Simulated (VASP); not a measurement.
# NbC (Niobocarbide) (Fm-3m) in VASP: a series of runs

NbC (Niobocarbide) is run at these levels: PBE+D4; tasks: single point.

All numbers are computed with VASP 6.6.1; they aren't measurements. Logs are shortened: lines on timing, memory, paths and dates and some standing lists are left out, and cuts for length are marked.

**1. The cell of the first run**

Symmetry: Fm-3m, No. 225, cubic system. The conventional cell has a = 4.469 Å, b = 4.469 Å, c = 4.469 Å, α = 90.00°, β = 90.00°, γ = 90.00°. Nb (site symmetry m-3m) has 6 C at 2.23 Å within 3.0 Å. C (site symmetry m-3m) has 6 Nb at 2.23 Å within 3.0 Å.

**2. Single point, PBE+D4**

INCAR

```
SYSTEM = NbC
PREC = Accurate ; ENCUT = 600
EDIFF = 1E-6 ; ISMEAR = 1
SIGMA = 0.15 ; LREAL = .FALSE.
LASPH = .TRUE. ; NELM = 120
ALGO = Normal ; ISIF = 2
LWAVE = .FALSE. ; LCHARG = .TRUE.
GGA = PE ; IVDW = 13
LELF = .TRUE. ; LVHAR = .TRUE.
NBANDS = 16 ; GGA_COMPAT = .FALSE.
```

KPOINTS

```
Automatic mesh
0
G
  3 3 3
  0 0 0
```

POSCAR

```
NbC
1.0
    3.1601310000      0.0000000000      0.0000000000
    1.5800655000      2.7367537253      0.0000000000
    1.5800655000      0.9122512418      2.5802361568
Nb C
1 1
Direct
    0.0000000000      0.0000000000      0.0000000000
    0.5000000000      0.5000000000      0.5000000000
```

Potentials or basis: VASP PAW PBE potentials, release 64 (Nb_sv, C).

Run with:

```sh
cat potpaw_PBE.64/Nb_sv/POTCAR potpaw_PBE.64/C/POTCAR > POTCAR
mpirun -np 1 vasp_std > vasp.out
```

OUTCAR:

```text
SYSTEM = NbC
   PREC = Accurate
   ENCUT = 600
   EDIFF = 1E-6
   ISMEAR = 1
   LREAL = .FALSE.
   LASPH = .TRUE.
   NELM = 120
   ISIF = 2
   GGA = PE
   IVDW = 13

 ion  position               nearest neighbor table
   1  0.000  0.000  0.000-   2 2.23   2 2.23   2 2.23   2 2.23   2 2.23   2 2.23
   2  0.500  0.500  0.500-   1 2.23   1 2.23   1 2.23   1 2.23   1 2.23   1 2.23

  LATTYP: Found a face centered cubic cell.
 ALAT       =     4.4691001191

  Lattice vectors:

 A1 = (   3.1601310000,   0.0000000000,   0.0000000000)
 A2 = (   1.5800655000,   2.7367537253,   0.0000000000)
 A3 = (   1.5800655000,   0.9122512418,   2.5802361568)

Analysis of symmetry for initial positions (statically):
=====================================================================
 Subroutine PRICEL returns:
 Original cell was already a primitive cell.

 Routine SETGRP: Setting up the symmetry group for a
 face centered cubic supercell.

 Subroutine GETGRP returns: Found 48 space group operations
 (whereof 48 operations were pure point group operations)
 out of a pool of 48 trial point group operations.

The static configuration has the point symmetry O_h .

Analysis of symmetry for dynamics (positions and initial velocities):
=====================================================================
 Subroutine PRICEL returns:
 Original cell was already a primitive cell.

 Routine SETGRP: Setting up the symmetry group for a
 face centered cubic supercell.

 Subroutine GETGRP returns: Found 48 space group operations
 (whereof 48 operations were pure point group operations)
 out of a pool of 48 trial point group operations.

The dynamic configuration has the point symmetry O_h .

 Subroutine INISYM returns: Found 48 space group operations
 (whereof 48 operations are pure point group operations),
 and found     1 'primitive' translations

----------------------------------------------------------------------------------------

                                     Primitive cell

  volume of cell :      22.3152

  direct lattice vectors                    reciprocal lattice vectors
     3.160131000  0.000000000  0.000000000     0.316442578 -0.182698208 -0.129187141
     1.580065500  2.736753725  0.000000000     0.000000000  0.365396415 -0.129187141
     1.580065500  0.912251242  2.580236157     0.000000000  0.000000000  0.387561424

  length of vectors
     3.160131000  3.160131000  3.160131000     0.387561424  0.387561424  0.387561424

  position of ions in fractional coordinates (direct lattice)
     0.000000000  0.000000000  0.000000000
     0.500000000  0.500000000  0.500000000

  ion indices of the primitive-cell ions
   primitive index   ion index
                 1           1
                 2           2

----------------------------------------------------------------------------------------

 KPOINTS: Automatic mesh

Automatic generation of k-mesh.
 Grid dimensions read from file:
 generate k-points for:    3    3    3

 Generating k-lattice:

  Cartesian coordinates                     Fractional coordinates (reciprocal lattice)
     0.105480859 -0.060899403 -0.043062380     0.333333333  0.000000000 -0.000000000
     0.000000000  0.121798805 -0.043062380     0.000000000  0.333333333  0.000000000
     0.000000000  0.000000000  0.129187141     0.000000000  0.000000000  0.333333333

  Length of vectors
     0.129187141  0.129187141  0.129187141

  Shift w.r.t. Gamma in fractional coordinates (k-lattice)
     0.000000000  0.000000000  0.000000000

 Subroutine IBZKPT returns following result:
 ===========================================

 Found      4 irreducible k-points:

 Following reciprocal coordinates:
            Coordinates               Weight
  0.000000  0.000000  0.000000      1.000000
  0.333333  0.000000  0.000000      8.000000
  0.333333  0.333333 -0.000000      6.000000
 -0.333333  0.333333 -0.000000     12.000000
   k-points           NKPTS =      4   k-points in BZ     NKDIM =      4   number of bands    NBANDS=     16
   number of dos      NEDOS =    301   number of ions     NIONS =      2
   total plane-waves  NPLWV =  21952
   dimension x,y,z NGX =    28 NGY =   28 NGZ =   28
   dimension x,y,z NGXF=    56 NGYF=   56 NGZF=   56
   ions per type =               1   1
   NGX,Y,Z   is equivalent  to a cutoff of  14.73, 14.73, 14.73 a.u.
   NGXF,Y,Z  is equivalent  to a cutoff of  29.46, 29.46, 29.46 a.u.
 SYSTEM =  NbC
   PREC   = accura    normal or accurate (medium, high low for compatibility)
   ISTART =      0    job   : 0-new  1-cont  2-samecut
   ICHARG =      2    charge: 1-file 2-atom 10-const
   ISPIN  =      1    spin polarized calculation?
   LNONCOLLINEAR =      F non collinear calculations
   LSORBIT =      F    spin-orbit coupling
   LASPH  =      T    aspherical Exc in radial PAW
   ENCUT  =  600.0 eV  44.10 Ry    6.64 a.u.   6.31  6.31  6.31*2*pi/ulx,y,z
   NELM   =    120;   NELMIN=  2; NELMDL= -5     # of ELM steps
   EDIFF  = 0.1E-05   stopping-criterion for ELM
   LREAL  =      F    real-space projection
   EDIFFG = 0.1E-04   stopping-criterion for IOM
   NSW    =      0    number of steps for IOM
   IBRION =     -1    ionic relax: 0-MD 1-quasi-New 2-CG
   NFREE  =      0    steps in history (QN), initial steepest desc. (CG)
   ISIF   =      2    stress and relaxation
   ISYM   =      2    0-nonsym 1-usesym 2-fastsym
   POTIM  = 0.5000    time-step for ionic-motion
   TEBEG  =    0.0;   TEEND  =   0.0 temperature during run
   PSTRESS=    0.0 pullay stress
   NELECT =      17.0000    total number of electrons
   NUPDOWN=      -1.0000    fix difference up-down
   EMIN   =  10.00;   EMAX   =-10.00  energy-range for DOS
   EFERMI =   0.00;   METHOD = LEGACY
   ISMEAR =     1;   SIGMA  =   0.15  broadening in eV -4-tet -1-fermi 0-gaus
   EFERMI_NEDOS =   21; number of points for ismear=-14 and -15
   IALGO  =     38    algorithm
   IMIX   =      4    mixing-type and parameters
     AMIX     =   0.40;   BMIX     =  1.00
     AMIX_MAG =   1.60;   BMIX_MAG =  1.00
  volume/ion in A,a.u.               =      11.16        75.30
  Fermi-wavevector in a.u.,A,eV,Ry     =   1.495172  2.825465 30.416344  2.235538
  Thomas-Fermi vector in A             =   2.607351
   LORBIT       =      0    0 simple, 1 ext, 2 COOP (PROOUT), +10 PAW based schemes
   GGA     = PE    functional components
   LHFCALC =     F    Hartree Fock is set to
   AEXX    =    0.0000 exact exchange contribution
   IVDW    =    13    specifies the selected vdW correction
   LEPSILON=     F    determine dielectric tensor
   LRPA    =     F    only Hartree local field effects (RPA)
 non-spin polarized calculation
 Methfessel and Paxton  Order N= 1 SIGMA  =   0.15
  energy-cutoff  :      600.00
  volume of cell :       22.32
 maximum number of plane-waves:       751
 NGX is ok and might be reduce to    28
   NGX = 13   NGY = 13   NGZ = 13

 number of electron      17.0000001 magnetization

 Free energy of the ion-electron system (eV)
  ---------------------------------------------------
  ext. energy  EPLUGINS =         0.00000000
  ---------------------------------------------------
  free energy    TOTEN  =       -20.08590743 eV

  energy without entropy =      -20.07497551  energy(sigma->0) =      -20.08226346

 E-fermi :  13.2504     XC(G=0): -13.0770

 val. band max:       12.8950600724   @ k =   0.0000   0.0000   0.0000
 cond. band min:      13.3056326530   @ k =  -0.3333   0.3333  -0.0000
 fundamental gap:      0.4105725806
 Fermi energy:        13.2504224205

 k-point     1 :       0.0000    0.0000    0.0000
  band No.  band energies     occupation
      1     -43.2723      2.00000
      2     -18.9721      2.00000
      3     -18.9721      2.00000
      4     -18.9721      2.00000
      5      -0.7648      2.00000
      6      11.2268      2.00000
      7      11.2268      2.00000
      8      11.2268      2.00000
      9      12.5355      2.00000
     10      12.5355      2.00000
     11      12.5355      2.00000
     12      12.8951      2.00407
     13      12.8951      2.00407
     14      20.3010      0.00000
     15      22.5468      0.00000
     16      34.7784      0.00000

 k-point     2 :       0.3333    0.0000    0.0000
  band No.  band energies     occupation
      1     -43.1928      2.00000
      2     -19.6074      2.00000
      3     -19.0340      2.00000
      4     -19.0340      2.00000
      5       1.5626      2.00000
      6       6.7002      2.00000
      7       8.1115      2.00000
      8       8.1115      2.00000
      9      13.6063     -0.00402
     10      13.6063     -0.00402
     11      14.4846     -0.00000
     12      19.6722      0.00000
     13      19.6722      0.00000
     14      20.9125      0.00000
     15      26.2617      0.00000
     16      27.4996      0.00000

 k-point     3 :       0.3333    0.3333   -0.0000
  band No.  band energies     occupation
      1     -43.1665      2.00000
      2     -19.5376      2.00000
      3     -19.1864      2.00000
      4     -19.1864      2.00000
      5       0.8588      2.00000
      6       7.4154      2.00000
      7       8.9219      2.00000
      8      10.8260      2.00000
      9      10.8260      2.00000
     10      14.0592     -0.00000
     11      15.9519     -0.00000
     12      15.9519     -0.00000
     13      19.0528      0.00000
     14      24.1887      0.00000
     15      26.0145      0.00000
     16      28.4811      0.00000

 k-point     4 :      -0.3333    0.3333   -0.0000
  band No.  band energies     occupation
      1     -43.1396      2.00000
      2     -19.5250      2.00000
      3     -19.4944      2.00000
      4     -19.1423      2.00000
      5       1.7326      2.00000
      6       6.8115      2.00000
      7       8.2785      2.00000
      8       8.5224      2.00000
      9      13.3056      0.42135
     10      14.4913     -0.00000
     11      15.9894     -0.00000
     12      17.9715      0.00000
     13      19.7462      0.00000
     14      24.0117      0.00000
     15      24.5048      0.00000
     16      26.3296      0.00000

------------------------ aborting loop because EDIFF is reached ----------------------------------------

  DFT-D4 for vdW energy calculation

  Edisp (eV):   -0.67147

  FORCE on cell =-STRESS in cart. coord.  units (eV):
  Direction    XX          YY          ZZ          XY          YZ          ZX
  --------------------------------------------------------------------------------------
  -------------------------------------------------------------------------------------
  Total       0.23093     0.23093     0.23093     0.00000     0.00000    -0.00000
  in kB      16.58052    16.58052    16.58052     0.00000     0.00000    -0.00000
  external pressure =       16.58 kB  Pullay stress =        0.00 kB

 VOLUME and BASIS-vectors are now :
 -----------------------------------------------------------------------------
  energy-cutoff  :      600.00
  volume of cell :       22.32
      direct lattice vectors                 reciprocal lattice vectors
     3.160131000  0.000000000  0.000000000     0.316442578 -0.182698208 -0.129187141
     1.580065500  2.736753725  0.000000000     0.000000000  0.365396415 -0.129187141
     1.580065500  0.912251242  2.580236157     0.000000000  0.000000000  0.387561424

 POSITION                                       TOTAL-FORCE (eV/Angst)
 -----------------------------------------------------------------------------------
      0.00000      0.00000      0.00000         0.000000     -0.000000      0.000000
      3.16013      1.82450      1.29012        -0.000000      0.000000      0.000000
 -----------------------------------------------------------------------------------
    total drift:                                0.000000     -0.000000     -0.000000

  FREE ENERGIE OF THE ION-ELECTRON SYSTEM (eV)
  ---------------------------------------------------
  free  energy   TOTEN  =       -20.7573767415 eV

  energy  without entropy=      -20.7464448192  energy(sigma->0) =      -20.75373277
```

Wall time 6.3 s (1 thread of Intel Xeon 6975P-C, shared host); peak memory 0.16 GiB.

What came out:

```
Free energy                : -20.7574 eV
Pressure                   : 1.7 GPa
Dispersion energy per atom : -0.336 eV
```

Caveat: the k points lie up to 0.81 Å⁻¹ apart; pairwise dispersion overbinds metals, which lowers pressure and volume.

**3. Single point, PBE+D4**

INCAR

```
PREC = Accurate
ENCUT = 600
EDIFF = 1E-6
ISMEAR = 1
SIGMA = 0.15
LREAL = F
LASPH = T
NELM = 120
ALGO = Normal
ISIF = 2
LWAVE = F
LCHARG = F
GGA = PE
IVDW = 13
NBANDS = 16
GGA_COMPAT = F
```

KPOINTS

```
Automatic mesh
0
Gamma
  5 5 5
```

POSCAR is that of step 2.

Potentials or basis: VASP PAW PBE potentials, release 64 (Nb_sv, C).

Run with:

```sh
cat potpaw_PBE.64/Nb_sv/POTCAR potpaw_PBE.64/C/POTCAR > POTCAR
mpirun -np 1 vasp_std > vasp.out
```

OUTCAR:

```text
PREC = Accurate
   ENCUT = 600
   EDIFF = 1E-6
   ISMEAR = 1
   LREAL = F
   LASPH = T
   NELM = 120
   ISIF = 2
   GGA = PE
   IVDW = 13

 ion  position               nearest neighbor table
   1  0.000  0.000  0.000-   2 2.23   2 2.23   2 2.23   2 2.23   2 2.23   2 2.23
   2  0.500  0.500  0.500-   1 2.23   1 2.23   1 2.23   1 2.23   1 2.23   1 2.23

  LATTYP: Found a face centered cubic cell.
 ALAT       =     4.4691001191

  Lattice vectors:

 A1 = (   3.1601310000,   0.0000000000,   0.0000000000)
 A2 = (   1.5800655000,   2.7367537253,   0.0000000000)
 A3 = (   1.5800655000,   0.9122512418,   2.5802361568)

Analysis of symmetry for initial positions (statically):
[... 6 lines left out ...]

 Subroutine GETGRP returns: Found 48 space group operations
 (whereof 48 operations were pure point group operations)
 out of a pool of 48 trial point group operations.

The static configuration has the point symmetry O_h .

Analysis of symmetry for dynamics (positions and initial velocities):
[... 6 lines left out ...]

 Subroutine GETGRP returns: Found 48 space group operations
 (whereof 48 operations were pure point group operations)
 out of a pool of 48 trial point group operations.

The dynamic configuration has the point symmetry O_h .

[... 130 lines left out ...]
  energy without entropy =      -20.55599681  energy(sigma->0) =      -20.55830006

 E-fermi :  12.4100     XC(G=0): -13.0893

 val. band max:       12.3656398748   @ k =   0.0000   0.0000   0.0000
 cond. band min:      12.6776045038   @ k =  -0.2000   0.2000  -0.0000
 fundamental gap:      0.3119646290
 Fermi energy:        12.4099536114

 k-point     1 :       0.0000    0.0000    0.0000
  band No.  band energies     occupation
      1     -43.1956      2.00000
      2     -18.8998      2.00000
      3     -18.8998      2.00000
      4     -18.8998      2.00000
      5      -0.8681      2.00000
      6      11.2672      2.00000
[... 167 lines left out ...]
      3     -19.3123      2.00000
      4     -19.1315      2.00000
      5       1.3899      2.00000
      6       7.2619      2.00000
[... 8 lines left out ...]
     15      25.7696      0.00000
     16      25.8892      0.00000

------------------------ aborting loop because EDIFF is reached ----------------------------------------

  DFT-D4 for vdW energy calculation

  Edisp (eV):   -0.67147

  FORCE on cell =-STRESS in cart. coord.  units (eV):
  Direction    XX          YY          ZZ          XY          YZ          ZX
  --------------------------------------------------------------------------------------
  -------------------------------------------------------------------------------------
  Total      -0.35815    -0.35815    -0.35815    -0.00000    -0.00000    -0.00000
  in kB     -25.71416   -25.71416   -25.71416    -0.00000    -0.00000    -0.00000
  external pressure =      -25.71 kB  Pullay stress =        0.00 kB

 VOLUME and BASIS-vectors are now :
 -----------------------------------------------------------------------------
  energy-cutoff  :      600.00
  volume of cell :       22.32
      direct lattice vectors                 reciprocal lattice vectors
     3.160131000  0.000000000  0.000000000     0.316442578 -0.182698208 -0.129187141
     1.580065500  2.736753725  0.000000000     0.000000000  0.365396415 -0.129187141
     1.580065500  0.912251242  2.580236157     0.000000000  0.000000000  0.387561424

 POSITION                                       TOTAL-FORCE (eV/Angst)
 -----------------------------------------------------------------------------------
      0.00000      0.00000      0.00000        -0.000000     -0.000000      0.000000
      3.16013      1.82450      1.29012         0.000000      0.000000      0.000000
 -----------------------------------------------------------------------------------
    total drift:                                0.000000     -0.000000     -0.000000

  FREE ENERGIE OF THE ION-ELECTRON SYSTEM (eV)
  ---------------------------------------------------
  free  energy   TOTEN  =       -21.2309209956 eV

  energy  without entropy=      -21.2274661221  energy(sigma->0) =      -21.22976937
```

stdout:

```text
POSCAR found type information on POSCAR NbC
 POSCAR found :  2 types and       2 ions
 scaLAPACK will be used
 LDA part: xc-table for (Slater+PW92), standard interpolation
 POSCAR, INCAR and KPOINTS ok, starting setup
 FFT: planning ... GRIDC
 FFT: planning ... GRID_SOFT
 FFT: planning ... GRID
 WAVECAR not read
 entering main loop
```

It took 8.3 s on 1 thread of Intel Xeon 6975P-C, shared host; peak memory 0.16 GiB.

Results:

* Free energy: -21.2309 eV
* Pressure: -2.6 GPa
* Dispersion energy per atom: -0.336 eV

Caveat: the k points lie up to 0.49 Å⁻¹ apart; pairwise dispersion overbinds metals, which lowers pressure and volume.

**4. Single point, PBE+D4**

INCAR

```
SYSTEM = NbC
PREC = Accurate ; ENCUT = 600
EDIFF = 1E-6 ; ISMEAR = 1
SIGMA = 0.15 ; LREAL = .False.
LASPH = .True. ; NELM = 120
ALGO = Normal ; ISIF = 2
LWAVE = .False. ; LCHARG = .False.
GGA = PE ; IVDW = 13
NBANDS = 16 ; GGA_COMPAT = .False.
```

KPOINTS

```
regular mesh
0
Gamma
  7 7 7
  0 0 0
```

POSCAR is that of step 3.

Run with:

```sh
cat potpaw_PBE.64/Nb_sv/POTCAR potpaw_PBE.64/C/POTCAR > POTCAR
mpirun -np 1 vasp_std > vasp.out
```

Run time: 11 s. Hardware: 1 thread of Intel Xeon 6975P-C, shared host; peak memory 0.16 GiB.

The run converged. Its results:

```
Free energy                : -21.2130 eV
Pressure                   : -2.5 GPa
Dispersion energy per atom : -0.336 eV
```

Levels at points of the mesh, in eV from the Fermi level:
```csv
k point,band 6,band 7,band 8,band 9,band 10,band 11,band 12,band 13
"(0.00, 0.00, 0.00)",-1.42,-1.42,-1.42,-0.31,-0.31,-0.31,0.24,0.24
```

Caveat: pairwise dispersion overbinds metals, which lowers pressure and volume.

(Continued in part 2 of 2.)
